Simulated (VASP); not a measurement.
# MgO (Fm-3m) in VASP: notebook, part 2 of 2

VASP 6.6.1.

### Step 4. Single point, r2SCAN+rVV10

This run uses another cell than the first one, of 9.23 Å³/atom.

The input, POSCAR:

```
MgO
1.0
    0.0000000000      2.0975094506      2.0975094506
    2.0975094506      0.0000000000      2.0975094506
    2.0975094506      2.0975094506      0.0000000000
Mg O
1 1
Direct
    0.0000000000      0.0000000000      0.0000000000
    0.5000000000      0.5000000000      0.5000000000
```

The input, INCAR.step1:

```
SYSTEM = MgO
ALGO = Normal
EDIFF = 1E-5
ENCUT = 750
GGA = PE
GGA_COMPAT = .False.
ISMEAR = 0
LASPH = .True.
LCHARG = .False.
LREAL = .False.
LWAVE = .True.
NBANDS = 15
NELM = 120
PREC = Accurate
SIGMA = 0.01
```

The input, INCAR.step2:

```
SYSTEM = MgO
ALGO = Normal
BPARAM = 11.95
CPARAM = 0.0093
EDIFF = 1E-6
ENCUT = 750
GGA_COMPAT = .False.
ISIF = 2
ISMEAR = 0
ISTART = 1
IVDW_NL = 2
LASPH = .True.
LCHARG = .False.
LMIXTAU = .True.
LREAL = .False.
LUSE_VDW = .True.
LWAVE = .False.
METAGGA = R2SCAN
NBANDS = 15
NELM = 120
PREC = Accurate
SIGMA = 0.01
```

The input, KPOINTS:

```
k-points
0
Gamma
  8 8 8
  0 0 0
```

Potentials or basis: VASP PAW PBE potentials, release 64 (Mg_sv, O).

Started as:

```console
cat potpaw_PBE.64/Mg_sv/POTCAR potpaw_PBE.64/O/POTCAR > POTCAR
cp INCAR.step1 INCAR
mpirun -np 1 vasp_std > vasp.out
cp INCAR.step2 INCAR
mpirun -np 1 vasp_std > vasp.out
```

OUTCAR:

```text
SYSTEM = MgO
   BPARAM = 11.95
   EDIFF = 1E-6
   ENCUT = 750
   ISIF = 2
   ISMEAR = 0
   ISTART = 1
   IVDW_NL = 2
   LASPH = .True.
   LREAL = .False.
   METAGGA = R2SCAN
   NELM = 120
   PREC = Accurate

 ion  position               nearest neighbor table
   1  0.000  0.000  0.000-   2 2.10   2 2.10   2 2.10   2 2.10   2 2.10   2 2.10
   2  0.500  0.500  0.500-   1 2.10   1 2.10   1 2.10   1 2.10   1 2.10   1 2.10

  LATTYP: Found a face centered cubic cell.
 ALAT       =     4.1950189012

  Lattice vectors:

 A1 = (   0.0000000000,   2.0975094506,   2.0975094506)
 A2 = (   2.0975094506,   0.0000000000,   2.0975094506)
 A3 = (   2.0975094506,   2.0975094506,   0.0000000000)

Analysis of symmetry for initial positions (statically):
=====================================================================
 Subroutine PRICEL returns:
 Original cell was already a primitive cell.

 Routine SETGRP: Setting up the symmetry group for a
 face centered cubic supercell.

 Subroutine GETGRP returns: Found 48 space group operations
 (whereof 48 operations were pure point group operations)
 out of a pool of 48 trial point group operations.

The static configuration has the point symmetry O_h .

Analysis of symmetry for dynamics (positions and initial velocities):
=====================================================================
 Subroutine PRICEL returns:
 Original cell was already a primitive cell.

 Routine SETGRP: Setting up the symmetry group for a
 face centered cubic supercell.

 Subroutine GETGRP returns: Found 48 space group operations
 (whereof 48 operations were pure point group operations)
 out of a pool of 48 trial point group operations.

The dynamic configuration has the point symmetry O_h .

 Subroutine INISYM returns: Found 48 space group operations
 (whereof 48 operations are pure point group operations),
 and found     1 'primitive' translations

----------------------------------------------------------------------------------------

                                     Primitive cell

  volume of cell :      18.4562

  direct lattice vectors                    reciprocal lattice vectors
     0.000000000  2.097509451  2.097509451    -0.238377949  0.238377949  0.238377949
     2.097509451  0.000000000  2.097509451     0.238377949 -0.238377949  0.238377949
     2.097509451  2.097509451  0.000000000     0.238377949  0.238377949 -0.238377949

  length of vectors
     2.966326312  2.966326312  2.966326312     0.412882718  0.412882718  0.412882718

  position of ions in fractional coordinates (direct lattice)
     0.000000000  0.000000000  0.000000000
     0.500000000  0.500000000  0.500000000

  ion indices of the primitive-cell ions
   primitive index   ion index
                 1           1
                 2           2

----------------------------------------------------------------------------------------

 KPOINTS: k-points

Automatic generation of k-mesh.
 Grid dimensions read from file:
 generate k-points for:    8    8    8

 Generating k-lattice:

  Cartesian coordinates                     Fractional coordinates (reciprocal lattice)
[... 43 lines left out ...]
   number of dos      NEDOS =    301   number of ions     NIONS =      2
   total plane-waves  NPLWV =  21952
   dimension x,y,z NGX =    28 NGY =   28 NGZ =   28
   dimension x,y,z NGXF=    56 NGYF=   56 NGZF=   56
   ions per type =               1   1
   NGX,Y,Z   is equivalent  to a cutoff of  15.69, 15.69, 15.69 a.u.
   NGXF,Y,Z  is equivalent  to a cutoff of  31.38, 31.38, 31.38 a.u.
 SYSTEM =  MgO
   PREC   = accura    normal or accurate (medium, high low for compatibility)
   ISTART =      1    job   : 0-new  1-cont  2-samecut
   ICHARG =      0    charge: 1-file 2-atom 10-const
   ISPIN  =      1    spin polarized calculation?
   LNONCOLLINEAR =      F non collinear calculations
   LSORBIT =      F    spin-orbit coupling
   LASPH  =      T    aspherical Exc in radial PAW
   ENCUT  =  750.0 eV  55.12 Ry    7.42 a.u.   6.62  6.62  6.62*2*pi/ulx,y,z
   NELM   =    120;   NELMIN=  2; NELMDL=  0     # of ELM steps
   EDIFF  = 0.1E-05   stopping-criterion for ELM
   LREAL  =      F    real-space projection
   EDIFFG = 0.1E-04   stopping-criterion for IOM
   NSW    =      0    number of steps for IOM
   IBRION =     -1    ionic relax: 0-MD 1-quasi-New 2-CG
   NFREE  =      0    steps in history (QN), initial steepest desc. (CG)
   ISIF   =      2    stress and relaxation
   ISYM   =      2    0-nonsym 1-usesym 2-fastsym
   POTIM  = 0.5000    time-step for ionic-motion
   TEBEG  =    0.0;   TEEND  =   0.0 temperature during run
   PSTRESS=    0.0 pullay stress
   NELECT =      16.0000    total number of electrons
   NUPDOWN=      -1.0000    fix difference up-down
   EMIN   =  10.00;   EMAX   =-10.00  energy-range for DOS
   EFERMI =   0.00;   METHOD = LEGACY
   ISMEAR =     0;   SIGMA  =   0.01  broadening in eV -4-tet -1-fermi 0-gaus
   EFERMI_NEDOS =   21; number of points for ismear=-14 and -15
   IALGO  =     38    algorithm
   IMIX   =      4    mixing-type and parameters
     AMIX     =   0.40;   BMIX     =  1.00
     AMIX_MAG =   1.60;   BMIX_MAG =  1.00
  volume/ion in A,a.u.               =       9.23        62.27
  Fermi-wavevector in a.u.,A,eV,Ry     =   1.560993  2.949849 33.153296  2.436699
  Thomas-Fermi vector in A             =   2.664123
   LORBIT       =      0    0 simple, 1 ext, 2 COOP (PROOUT), +10 PAW based schemes
   METAGGA = R2SCAN    functional components
   LHFCALC =     F    Hartree Fock is set to
   AEXX    =    0.0000 exact exchange contribution
   IVDW_NL    =     2    kernel type
   BPARAM     =11.9500
   IVDW    =     0    specifies the selected vdW correction
   LEPSILON=     F    determine dielectric tensor
   LRPA    =     F    only Hartree local field effects (RPA)
 non-spin polarized calculation
 Gauss-broadening in eV      SIGMA  =   0.01
  energy-cutoff  :      750.00
  volume of cell :       18.46
 maximum number of plane-waves:       881
 NGX is ok and might be reduce to    28
   NGX = 13   NGY = 13   NGZ = 13

 number of electron      15.9999993 magnetization

 Free energy of the ion-electron system (eV)
  ---------------------------------------------------
  ext. energy  EPLUGINS =         0.00000000
  ---------------------------------------------------
  free energy    TOTEN  =       -15.68721164 eV

  energy without entropy =      -15.68721164  energy(sigma->0) =      -15.68721164

 E-fermi :   2.6862     XC(G=0): -12.1505

 val. band max:        2.5818431577   @ k =   0.0000   0.0000   0.0000
 cond. band min:       8.3096046826   @ k =   0.0000   0.0000   0.0000
 fundamental gap:      5.7277615249
 Fermi energy:         2.6862066530

 k-point     1 :       0.0000    0.0000    0.0000
  band No.  band energies     occupation
      1     -72.2943      2.00000
      2     -37.3875      2.00000
      3     -37.3875      2.00000
      4     -37.3875      2.00000
      5     -15.6716      2.00000
      6       2.5818      2.00000
      7       2.5818      2.00000
      8       2.5818      2.00000
      9       8.3096      0.00000
     10      19.4723      0.00000
     11      19.4723      0.00000
     12      19.4723      0.00000
     13      23.5868      0.00000
     14      25.4748      0.00000
[... 401 lines left out ...]
      2     -37.4624      2.00000
      3     -37.4175      2.00000
      4     -37.4033      2.00000
      5     -14.2247      2.00000
      6      -1.4613      2.00000
      7       0.6136      2.00000
      8       1.5577      2.00000
      9      13.2770      0.00000
     10      16.0224      0.00000
     11      17.4276      0.00000
     12      20.8940      0.00000
     13      24.5096      0.00000
     14      26.2766      0.00000
     15      30.5797      0.00000

 [... further k-points ...]

------------------------ aborting loop because EDIFF is reached ----------------------------------------

  FORCE on cell =-STRESS in cart. coord.  units (eV):
  Direction    XX          YY          ZZ          XY          YZ          ZX
  --------------------------------------------------------------------------------------
  -------------------------------------------------------------------------------------
  Total       -0.0059601     -0.0059601     -0.0059601      0.0000000      0.0000000      0.0000000
  in kB       -0.5173924     -0.5173924     -0.5173924      0.0000000      0.0000000      0.0000000
  external PRESSURE =      -0.5173924 kB  Pullay stress =       0.0000000 kB

 VOLUME and BASIS-vectors are now :
 -----------------------------------------------------------------------------
  energy-cutoff  :      750.00
  volume of cell :       18.46
      direct lattice vectors                 reciprocal lattice vectors
     0.000000000  2.097509451  2.097509451    -0.238377949  0.238377949  0.238377949
     2.097509451  0.000000000  2.097509451     0.238377949 -0.238377949  0.238377949
     2.097509451  2.097509451  0.000000000     0.238377949  0.238377949 -0.238377949

 POSITION                                       TOTAL-FORCE (eV/Angst)
 -----------------------------------------------------------------------------------
      0.00000      0.00000      0.00000         0.000000      0.000000      0.000000
      2.09751      2.09751      2.09751        -0.000000     -0.000000     -0.000000
 -----------------------------------------------------------------------------------
    total drift:                                0.000000      0.000000      0.000000

  FREE ENERGIE OF THE ION-ELECTRON SYSTEM (eV)
  ---------------------------------------------------
  free  energy   TOTEN  =       -15.6872116414 eV

  energy  without entropy=      -15.6872116414  energy(sigma->0) =      -15.68721164
```

Run time: 93 s. Hardware: 1 thread of Intel Xeon Platinum 8488C (Sapphire Rapids), shared host; peak memory 0.26 GiB.

What came out:

* Free energy: -15.6872 eV
* Pressure: -0.1 GPa
* Band gap on the k mesh: 5.73 eV

Caveat: the PAW data sets were made with another functional, which shifts forces and pressure a little.

### Step 5. Summary

| task | level | potentials or basis | cell | gap on the mesh (eV) | pressure (GPa) |
| --- | --- | --- | --- | --- | --- |
| single point | LDA | VASP PAW LDA potentials, release 64 (Mg_sv, O) | a = 2.941 Å, angles 60.0°, 2 atoms | 5.05 | 0.1 |
| relaxation of cell and atoms | LDA | VASP PAW LDA potentials, release 64 (Mg_sv, O) | relaxed from a = 2.982 Å, angles 60.0°, 2 atoms | 5.03 | 0.0 |
| single point | r2SCAN+rVV10 | VASP PAW PBE potentials, release 64 (Mg_sv, O) | a = 2.966 Å, angles 60.0°, 2 atoms | 5.73 | -0.1 |

Alike in all rows: no spin polarisation; k mesh 8 × 8 × 8; cutoff (eV) 750; smearing gaussian 0.01 eV.

Caveats: the PAW data sets were made with another functional, which shifts forces and pressure a little (at least some runs).

Total energies depend on the potentials used, so only differences within one code and one set of settings carry meaning.

### Step 6. Against experiment

Step 2. Against the measured gap of MgO, 7.83 eV (quoted in “Electronic structure of alkaline earth and post-transition metal oxides”, 2009, arxiv:0908.1581), the calculated 5.05 eV is off by -2.78 eV. The value is that of LDA, without temperature or zero-point motion. Semilocal functionals fall short of measured gaps as a rule.

Step 4. Against the measured gap of MgO, 7.83 eV (quoted in “Electronic structure of alkaline earth and post-transition metal oxides”, 2009, arxiv:0908.1581), the calculated 5.73 eV is off by -2.10 eV. The value is that of r2SCAN+rVV10, without temperature or zero-point motion.
